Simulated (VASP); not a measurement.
# BAs (F-43m) in VASP: a series of runs

The runs below take BAs through single point, with revPBE.

Program: VASP 6.6.1. These are calculated values, not measurements. Logs are shortened: lines on timing, memory, paths and dates and some standing lists are left out, and cuts for length are marked.

## 1. The cell of the first run

It takes space group F-43m (No. 216, cubic). The conventional cell has a = 4.696 Å, b = 4.696 Å, c = 4.696 Å, α = 90.00°, β = 90.00°, γ = 90.00°. Within 2.7 Å of B (site symmetry -43m) lie 4 As at 2.03 Å. As (site symmetry -43m) has 4 B at 2.03 Å within 2.7 Å.

## 2. Single point, revPBE

The input, INCAR:

```
SYSTEM = BAs
PREC = Accurate
ENCUT = 500
EDIFF = 1E-6
ISMEAR = 0
SIGMA = 0.01
LREAL = .False.
LASPH = .True.
NELM = 120
ALGO = Normal
ISIF = 2
LWAVE = .False.
LCHARG = .False.
GGA = RE
NBANDS = 11
GGA_COMPAT = .False.
```

The input, KPOINTS:

```
Automatic mesh
0
Gamma
  6 6 6
  0 0 0
```

The input, POSCAR:

```
BAs
1.0
    0.0000000000      2.3480091269      2.3480091269
    2.3480091269      0.0000000000      2.3480091269
    2.3480091269      2.3480091269      0.0000000000
B As
1 1
Direct
    0.0000000000      0.0000000000      0.0000000000
    0.2500000000      0.2500000000      0.2500000000
```

Potentials or basis: VASP PAW PBE potentials, release 64 (B, As).

The run is started by

```bash
$ cat potpaw_PBE.64/B/POTCAR potpaw_PBE.64/As/POTCAR > POTCAR
$ mpirun -np 1 vasp_std > vasp.out
```

OUTCAR:

```text
SYSTEM = BAs
   PREC = Accurate
   ENCUT = 500
   EDIFF = 1E-6
   ISMEAR = 0
   LREAL = .False.
   LASPH = .True.
   NELM = 120
   ISIF = 2
   GGA = RE

 ion  position               nearest neighbor table
   1  0.000  0.000  0.000-   2 2.03   2 2.03   2 2.03   2 2.03
   2  0.250  0.250  0.250-   1 2.03   1 2.03   1 2.03   1 2.03

  LATTYP: Found a face centered cubic cell.
 ALAT       =     4.6960182538

  Lattice vectors:

 A1 = (   0.0000000000,   2.3480091269,   2.3480091269)
 A2 = (   2.3480091269,   0.0000000000,   2.3480091269)
 A3 = (   2.3480091269,   2.3480091269,   0.0000000000)

Analysis of symmetry for initial positions (statically):
=====================================================================
 Subroutine PRICEL returns:
 Original cell was already a primitive cell.

 Routine SETGRP: Setting up the symmetry group for a
 face centered cubic supercell.

 Subroutine GETGRP returns: Found 24 space group operations
 (whereof 24 operations were pure point group operations)
 out of a pool of 48 trial point group operations.

The static configuration has the point symmetry T_d .

Analysis of symmetry for dynamics (positions and initial velocities):
=====================================================================
 Subroutine PRICEL returns:
 Original cell was already a primitive cell.

 Routine SETGRP: Setting up the symmetry group for a
 face centered cubic supercell.

 Subroutine GETGRP returns: Found 24 space group operations
 (whereof 24 operations were pure point group operations)
 out of a pool of 48 trial point group operations.

The dynamic configuration has the point symmetry T_d .

 Subroutine INISYM returns: Found 24 space group operations
 (whereof 24 operations are pure point group operations),
 and found     1 'primitive' translations

----------------------------------------------------------------------------------------

                                     Primitive cell

  volume of cell :      25.8898

  direct lattice vectors                    reciprocal lattice vectors
     0.000000000  2.348009127  2.348009127    -0.212946361  0.212946361  0.212946361
     2.348009127  0.000000000  2.348009127     0.212946361 -0.212946361  0.212946361
     2.348009127  2.348009127  0.000000000     0.212946361  0.212946361 -0.212946361

  length of vectors
     3.320586352  3.320586352  3.320586352     0.368833917  0.368833917  0.368833917

  position of ions in fractional coordinates (direct lattice)
     0.000000000  0.000000000  0.000000000
     0.250000000  0.250000000  0.250000000

  ion indices of the primitive-cell ions
   primitive index   ion index
                 1           1
                 2           2

----------------------------------------------------------------------------------------

 KPOINTS: Automatic mesh

Automatic generation of k-mesh.
 Grid dimensions read from file:
 generate k-points for:    6    6    6

 Generating k-lattice:

  Cartesian coordinates                     Fractional coordinates (reciprocal lattice)
    -0.035491060  0.035491060  0.035491060     0.166666667  0.000000000  0.000000000
     0.035491060 -0.035491060  0.035491060     0.000000000  0.166666667  0.000000000
     0.035491060  0.035491060 -0.035491060     0.000000000  0.000000000  0.166666667

  Length of vectors
     0.061472320  0.061472320  0.061472320

  Shift w.r.t. Gamma in fractional coordinates (k-lattice)
     0.000000000  0.000000000  0.000000000

 Subroutine IBZKPT returns following result:
 ===========================================

 Found     16 irreducible k-points:

 Following reciprocal coordinates:
            Coordinates               Weight
  0.000000  0.000000  0.000000      1.000000
  0.166667  0.000000  0.000000      8.000000
  0.333333  0.000000  0.000000      8.000000
  0.500000  0.000000  0.000000      4.000000
  0.166667  0.166667  0.000000      6.000000
  0.333333  0.166667  0.000000     24.000000
[... 8 lines left out ...]
 -0.333333  0.333333  0.166667     24.000000
 -0.333333  0.500000  0.166667     12.000000
   k-points           NKPTS =     16   k-points in BZ     NKDIM =     16   number of bands    NBANDS=     11
   number of dos      NEDOS =    301   number of ions     NIONS =      2
   total plane-waves  NPLWV =  13824
   dimension x,y,z NGX =    24 NGY =   24 NGZ =   24
   dimension x,y,z NGXF=    48 NGYF=   48 NGZF=   48
   ions per type =               1   1
   NGX,Y,Z   is equivalent  to a cutoff of  12.02, 12.02, 12.02 a.u.
   NGXF,Y,Z  is equivalent  to a cutoff of  24.03, 24.03, 24.03 a.u.
 SYSTEM =  BAs
   PREC   = accura    normal or accurate (medium, high low for compatibility)
   ISTART =      0    job   : 0-new  1-cont  2-samecut
   ICHARG =      2    charge: 1-file 2-atom 10-const
   ISPIN  =      1    spin polarized calculation?
   LNONCOLLINEAR =      F non collinear calculations
   LSORBIT =      F    spin-orbit coupling
   LASPH  =      T    aspherical Exc in radial PAW
[... 34 lines left out ...]
 Gauss-broadening in eV      SIGMA  =   0.01
  energy-cutoff  :      500.00
  volume of cell :       25.89
 maximum number of plane-waves:       680
   NGX = 13   NGY = 13   NGZ = 13

 number of electron       8.0000001 magnetization

 Free energy of the ion-electron system (eV)
  ---------------------------------------------------
  ext. energy  EPLUGINS =         0.00000000
  ---------------------------------------------------
  free energy    TOTEN  =       -10.74886357 eV

  energy without entropy =      -10.74886357  energy(sigma->0) =      -10.74886357

 E-fermi :   6.8767     XC(G=0): -10.7494

 val. band max:        6.7913118033   @ k =   0.0000   0.0000   0.0000
 cond. band min:       8.0348952832   @ k =   0.3333   0.3333   0.0000
 fundamental gap:      1.2435834799
 Fermi energy:         6.8766871275

 k-point     1 :       0.0000    0.0000    0.0000
  band No.  band energies     occupation
      1      -9.0990      2.00000
      2       6.7913      2.00000
      3       6.7913      2.00000
      4       6.7913      2.00000
      5      10.1284      0.00000
      6      10.1284      0.00000
      7      10.1284      0.00000
      8      12.1555      0.00000
      9      16.7275      0.00000
     10      19.8958      0.00000
     11      19.8958      0.00000

 k-point     2 :       0.1667    0.0000    0.0000
  band No.  band energies     occupation
      1      -8.6236      2.00000
      2       3.7382      2.00000
      3       6.0685      2.00000
      4       6.0685      2.00000
      5      10.3361      0.00000
      6      11.0623      0.00000
      7      11.0623      0.00000
      8      13.9317      0.00000
      9      18.1751      0.00000
     10      18.1751      0.00000
     11      18.2001      0.00000

 k-point     3 :       0.3333    0.0000    0.0000
  band No.  band energies     occupation
      1      -7.2848      2.00000
      2      -0.2132      2.00000
      3       5.1941      2.00000
      4       5.1941      2.00000
      5       9.9564      0.00000
      6      11.7086      0.00000
      7      11.7086      0.00000
      8      15.7418      0.00000
      9      18.7155      0.00000
     10      19.0023      0.00000
     11      19.0023      0.00000

 k-point     4 :       0.5000    0.0000    0.0000
  band No.  band energies     occupation
      1      -6.0304      2.00000
      2      -2.3981      2.00000
      3       4.8754      2.00000
      4       4.8754      2.00000
      5       9.7981      0.00000
      6      11.6246      0.00000
      7      11.6246      0.00000
      8      15.8116      0.00000
      9      19.9995      0.00000
     10      21.7623      0.00000
     11      21.7623      0.00000
[... 127 lines left out ...]
 k-point    14 :       0.5000    0.3333    0.1667
  band No.  band energies     occupation
      1      -6.1367      2.00000
      2      -0.1551      2.00000
      3       1.6472      2.00000
      4       3.3903      2.00000
      5      10.6500      0.00000
      6      12.1056      0.00000
      7      12.8889      0.00000
      8      16.2240      0.00000
      9      18.5917      0.00000
     10      20.9455      0.00000
     11      23.5390      0.00000

 k-point    15 :      -0.3333    0.3333    0.1667
  band No.  band energies     occupation
      1      -5.0071      2.00000
      2      -1.5713      2.00000
      3       1.1022      2.00000
      4       2.6970      2.00000
      5      11.1906      0.00000
      6      12.2236      0.00000
      7      14.5382      0.00000
      8      16.0249      0.00000
      9      17.3531      0.00000
     10      21.6600      0.00000
     11      23.7603      0.00000

 k-point    16 :      -0.3333    0.5000    0.1667
  band No.  band energies     occupation
      1      -4.4785      2.00000
      2      -1.7149      2.00000
      3       1.3399      2.00000
      4       1.5400      2.00000
      5      10.5846      0.00000
      6      10.9003      0.00000
      7      15.7765      0.00000
      8      16.0412      0.00000
      9      19.5930      0.00000
     10      23.0253      0.00000
     11      23.1263      0.00000

------------------------ aborting loop because EDIFF is reached ----------------------------------------

  FORCE on cell =-STRESS in cart. coord.  units (eV):
  Direction    XX          YY          ZZ          XY          YZ          ZX
  --------------------------------------------------------------------------------------
  -------------------------------------------------------------------------------------
  Total        2.2409755      2.2409755      2.2409755      0.0000000      0.0000000     -0.0000000
  in kB      138.6814418    138.6814418    138.6814418      0.0000000      0.0000000     -0.0000000
  external PRESSURE =     138.6814418 kB  Pullay stress =       0.0000000 kB

 VOLUME and BASIS-vectors are now :
 -----------------------------------------------------------------------------
  energy-cutoff  :      500.00
  volume of cell :       25.89
      direct lattice vectors                 reciprocal lattice vectors
     0.000000000  2.348009127  2.348009127    -0.212946361  0.212946361  0.212946361
     2.348009127  0.000000000  2.348009127     0.212946361 -0.212946361  0.212946361
     2.348009127  2.348009127  0.000000000     0.212946361  0.212946361 -0.212946361

 POSITION                                       TOTAL-FORCE (eV/Angst)
 -----------------------------------------------------------------------------------
      0.00000      0.00000      0.00000         0.000000      0.000000      0.000000
      1.17400      1.17400      1.17400        -0.000000     -0.000000     -0.000000
 -----------------------------------------------------------------------------------
    total drift:                                0.000000      0.000000      0.000000

  FREE ENERGIE OF THE ION-ELECTRON SYSTEM (eV)
  ---------------------------------------------------
  free  energy   TOTEN  =       -10.7488635662 eV

  energy  without entropy=      -10.7488635662  energy(sigma->0) =      -10.74886357
```

It took 12 s on 1 thread of Intel Xeon 8259CL, shared host; peak memory 0.13 GiB.

What came out:

```yaml
Free_energy: -10.7489 eV
Pressure: 13.9 GPa
Band_gap_on_the_k_mesh: 1.24 eV, indirect (least direct gap 3.34 eV)
```

Caveat: the PAW data sets were made with another functional, which shifts forces and pressure a little. A k mesh can miss the band edges.

## 3. Single point, revPBE

This run uses another cell than the first one, of 13.35 Å³/atom, 1.032 times its volume.

The input, INCAR:

```
SYSTEM = BAs
ALGO = Normal
EDIFF = 1E-6
ENCUT = 500
GGA = RE
GGA_COMPAT = .FALSE.
ISIF = 2
ISMEAR = 0
LASPH = .TRUE.
LCHARG = .FALSE.
LREAL = .FALSE.
LWAVE = .FALSE.
NBANDS = 11
NELM = 120
PREC = Accurate
SIGMA = 0.01
```

The input, KPOINTS:

```
k-points
0
G
  6 6 6
  0 0 0
```

The input, POSCAR:

```
BAs
1.0
    0.0000000000      2.3724693156      2.3724693156
    2.3724693156      0.0000000000      2.3724693156
    2.3724693156      2.3724693156      0.0000000000
B As
1 1
Direct
    0.0000000000      0.0000000000      0.0000000000
    0.2500000000      0.2500000000      0.2500000000
```

Potentials or basis: VASP PAW PBE potentials, release 64 (B, As).

The run is started by

```bash
$ cat potpaw_PBE.64/B/POTCAR potpaw_PBE.64/As/POTCAR > POTCAR
$ mpirun -np 1 vasp_std > vasp.out
```

Run time: 10 s. Hardware: 1 thread of Intel Xeon 8259CL, shared host; peak memory 0.13 GiB.

Results (log left out):

| Property | Result |
| --- | --- |
| Free energy | -10.8059 eV |
| Pressure | 8.5 GPa |
| Band gap on the k mesh | 1.27 eV, indirect (least direct gap 3.30 eV) |

Levels at points of the mesh, in eV from the valence-band top:
| k point | band 2 | band 3 | band 4 | band 5 | band 6 | band 7 |
| --- | --- | --- | --- | --- | --- | --- |
| (0.00, 0.00, 0.00) | 0.00 | 0.00 | 0.00 | 3.30 | 3.30 | 3.30 |
| (0.50, 0.00, 0.00) | -8.95 | -1.86 | -1.86 | 2.82 | 4.80 | 4.80 |
| (0.50, 0.50, 0.00) | -8.68 | -4.17 | -4.17 | 1.40 | 1.46 | 11.61 |

Caveat: the PAW data sets were made with another functional, which shifts forces and pressure a little.

## 4. Single point, revPBE

This run uses another cell than the first one, of 13.76 Å³/atom, 1.063 times its volume.

The input, INCAR:

```
ALGO = Normal
EDIFF = 1E-6
ENCUT = 500
GGA = RE
GGA_COMPAT = False
ISIF = 2
ISMEAR = 0
LASPH = True
LCHARG = False
LREAL = False
LWAVE = False
NBANDS = 11
NELM = 120
PREC = Accurate
SIGMA = 0.01
```

The input, KPOINTS:

```
k-points
0
Gamma
  6 6 6
```

The input, POSCAR:

```
BAs
1.0
    0.0000000000      2.3964352742      2.3964352742
    2.3964352742      0.0000000000      2.3964352742
    2.3964352742      2.3964352742      0.0000000000
B As
1 1
Direct
    0.0000000000      0.0000000000      0.0000000000
    0.2500000000      0.2500000000      0.2500000000
```

The run is started by

```bash
$ cat potpaw_PBE.64/B/POTCAR potpaw_PBE.64/As/POTCAR > POTCAR
$ mpirun -np 1 vasp_std > vasp.out
```

Wall time 16 s (1 thread of Intel Xeon 8259CL, shared host); peak memory 0.15 GiB.

Results (log left out):

- Free energy: -10.8377 eV
- Pressure: 4.0 GPa
- Band gap on the k mesh: 1.30 eV, indirect (least direct gap 3.26 eV)

Levels at points of the mesh, in eV from the valence-band top:
| k point | band 2 | band 3 | band 4 | band 5 | band 6 | band 7 |
| --- | --- | --- | --- | --- | --- | --- |
| (0.00, 0.00, 0.00) | 0.00 | 0.00 | 0.00 | 3.26 | 3.26 | 3.26 |
| (0.50, 0.00, 0.00) | -8.73 | -1.81 | -1.81 | 2.64 | 4.77 | 4.77 |
| (0.50, 0.50, 0.00) | -8.51 | -4.05 | -4.05 | 1.45 | 1.49 | 11.32 |

Caveat: the PAW data sets were made with another functional, which shifts forces and pressure a little. A k mesh can miss the band edges.

## 5. Single point, revPBE

This run uses another cell than the first one, of 14.17 Å³/atom, 1.095 times its volume.

The input, INCAR:

```
SYSTEM = BAs
PREC = Accurate
ENCUT = 500
EDIFF = 1E-6
ISMEAR = 0
SIGMA = 0.01
LREAL = .False.
LASPH = .True.
NELM = 120
ALGO = Normal
ISIF = 2
LWAVE = .False.
LCHARG = .False.
GGA = RE
NBANDS = 11
GGA_COMPAT = .False.
```

The input, KPOINTS:

```
Automatic mesh
0
Gamma
  6 6 6
  0 0 0
```

The input, POSCAR:

```
BAs
1.0
    0.0000000000      2.4199312360      2.4199312360
    2.4199312360      0.0000000000      2.4199312360
    2.4199312360      2.4199312360      0.0000000000
B As
1 1
Direct
    0.0000000000      0.0000000000      0.0000000000
    0.2500000000      0.2500000000      0.2500000000
```

The run is started by

```bash
$ cat potpaw_PBE.64/B/POTCAR potpaw_PBE.64/As/POTCAR > POTCAR
$ mpirun -np 1 vasp_std > vasp.out
```

Run time: 14 s. Hardware: 1 thread of Intel Xeon 8259CL, shared host; peak memory 0.15 GiB.

The run converged. Its results:

- Free energy: -10.8477 eV
- Pressure: 0.0 GPa
- Band gap on the k mesh: 1.33 eV, indirect (least direct gap 3.23 eV)

Levels at points of the mesh, in eV from the valence-band top:
```csv
k point,band 1,band 2,band 3,band 4,band 5,band 6,band 7,band 8,band 9
"(0.00, 0.00, 0.00)",-15.06,0.00,0.00,0.00,3.23,3.23,3.23,4.21,9.51
"(0.50, 0.00, 0.00)",-12.32,-8.52,-1.76,-1.76,2.48,4.74,4.74,8.86,12.55
"(0.50, 0.50, 0.00)",-11.05,-8.35,-3.92,-3.92,1.48,1.52,11.04,11.04,12.63
```

Caveat: the PAW data sets were made with another functional, which shifts forces and pressure a little. A k mesh can miss the band edges.

## 6. Single point, revPBE

This run uses another cell than the first one, of 14.58 Å³/atom, 1.126 times its volume.

The input, INCAR:

```
PREC     = Accurate       # precision mode
ENCUT    = 500            # plane-wave cutoff, eV
EDIFF    = 1E-6           # SCF threshold, eV
ISMEAR   = 0              # smearing method
SIGMA    = 0.01           # smearing width, eV
LREAL    = F              # projectors in reciprocal space
LASPH    = T              # aspherical terms in the spheres
NELM     = 120            # most SCF steps
ALGO     = Normal         # electronic algorithm
ISIF     = 2              # what is computed and relaxed
LWAVE    = F              # write WAVECAR
LCHARG   = T              # write CHGCAR
GGA      = RE             # functional
LELF     = T              # ELF
LVHAR    = T            
NBANDS   = 11             # bands
GGA_COMPAT= F
```

The input, KPOINTS:

```
Automatic mesh
0
Gamma
  6 6 6
```

The input, POSCAR:

```
BAs
1.0
    0.0000000000      2.4429795873      2.4429795873
    2.4429795873      0.0000000000      2.4429795873
    2.4429795873      2.4429795873      0.0000000000
B As
1 1
Direct
    0.0000000000      0.0000000000      0.0000000000
    0.2500000000      0.2500000000      0.2500000000
```

Potentials or basis: VASP PAW PBE potentials, release 64 (B, As).

The run is started by

```bash
$ cat potpaw_PBE.64/B/POTCAR potpaw_PBE.64/As/POTCAR > POTCAR
$ mpirun -np 1 vasp_std > vasp.out
```

Run time: 17 s. Hardware: 1 thread of Intel Xeon 8259CL, shared host; peak memory 0.15 GiB.

Results (log left out):

- Free energy: -10.8389 eV
- Pressure: -3.4 GPa
- Band gap on the k mesh: 1.35 eV, indirect (least direct gap 3.19 eV)

Levels at points of the mesh, in eV from the valence-band top:
```csv
k point,band 1,band 2,band 3,band 4,band 5,band 6,band 7,band 8
"(0.00, 0.00, 0.00)",-14.81,0.00,0.00,0.00,3.19,3.19,3.19,3.86
"(0.50, 0.00, 0.00)",-12.17,-8.32,-1.71,-1.71,2.32,4.70,4.70,8.80
"(0.50, 0.50, 0.00)",-10.95,-8.19,-3.81,-3.81,1.52,1.54,10.78,10.78
```

Caveat: the PAW data sets were made with another functional, which shifts forces and pressure a little.

## 7. Overview

| cell | gap on the mesh (eV) | pressure (GPa) |
| --- | --- | --- |
| a = 3.321 Å, angles 60.0°, 2 atoms | 1.24 | 13.9 |
| a = 3.355 Å, angles 60.0°, 2 atoms | 1.27 | 8.5 |
| a = 3.389 Å, angles 60.0°, 2 atoms | 1.30 | 4.0 |
| a = 3.422 Å, angles 60.0°, 2 atoms | 1.33 | 0.0 |
| a = 3.455 Å, angles 60.0°, 2 atoms | 1.35 | -3.4 |

Alike in all rows: task single point; level revPBE; potentials or basis VASP PAW PBE potentials, release 64 (B, As); no spin polarisation; k mesh 6 × 6 × 6; cutoff (eV) 500; smearing gaussian 0.01 eV.

Caveats: the PAW data sets were made with another functional, which shifts forces and pressure a little.

Total energies depend on the potentials used, so only differences within one code and one set of settings carry meaning.
